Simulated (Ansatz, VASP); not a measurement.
SrInCl3 in VASP and in Ansatz

```
Sr In Cl
1.0
     4.09603    2.36484    6.16157
    -4.09603    2.36484    6.16157
     0.00000   -4.72968    6.16157
Sr In Cl
2 2 6
Direct
  0.75000 0.75000 0.75000
  0.25000 0.25000 0.25000
  0.50000 0.50000 0.50000
  0.00000 0.00000 0.00000
  0.91089 0.25000 0.58911
  0.58911 0.91089 0.25000
  0.25000 0.58911 0.91089
  0.08911 0.75000 0.41089
  0.41089 0.08911 0.75000
  0.75000 0.41089 0.08911
```

Alike in both runs: functional PBE; k mesh 4 × 4 × 4; occupations gaussian, width 0.1 eV; no spin polarisation.

Ansatz relaxed the structure, and its values are those at the end. VASP's run is a single point on that final structure, the one shown.

```csv
,VASP,Ansatz
version,VASP 6.6.1,Ansatz 0.2.0
potentials or method,"VASP PAW PBE potentials, release 64 (Sr_sv, In_d, Cl), cutoff 520 eV","scalar-relativistic, plane waves, PAW"
valence electrons in the cell,88,88
```

```tsv
	VASP	Ansatz	Ansatz less VASP
gap on the k mesh at the Fermi level (eV)	2.29	2.29	+0.005
least direct gap on the mesh (eV)	2.29	2.29	+0.005
pressure (GPa)	0.0	0.0	-0.01
rms of the force components (eV/Å)	0.006	0.003	-0.0032
```
